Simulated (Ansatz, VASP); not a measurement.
# Al4Cl: VASP beside Ansatz

```
CELL_PARAMETERS angstrom
-3.11730 3.11730 3.11730
3.11730 -3.11730 3.11730
3.11730 3.11730 -3.11730
ATOMIC_POSITIONS crystal
Al 0.50000 0.50000 0.50000
Al 0.00000 0.00000 0.50000
Al 0.00000 0.50000 0.00000
Al 0.50000 0.00000 0.00000
Cl 0.00000 0.00000 0.00000
```

Alike in both runs: functional PBE; k mesh 8 × 8 × 8; occupations gaussian, width 0.1 eV; no spin polarisation.

Ansatz relaxed the structure, and its values are those at the end. VASP's run is a single point on that final structure, the one shown.

|  | VASP | Ansatz |
| --- | --- | --- |
| version | VASP 6.6.1 | Ansatz 0.2.0 |
| potentials or method | VASP PAW PBE potentials, release 64 (Al, Cl), cutoff 520 eV | scalar-relativistic, plane waves, PAW |
| valence electrons in the cell | 19 | 19 |

|  | VASP | Ansatz | Ansatz less VASP |
| --- | --- | --- | --- |
| gap on the k mesh at the Fermi level (eV) | none | none | - |
| pressure (GPa) | 0.0 | 0.0 | -0.02 |

A gap of «none» marks a metal or a gap that the smearing closes. With one functional, cell and mesh, what is left measures potentials, basis and numerics.
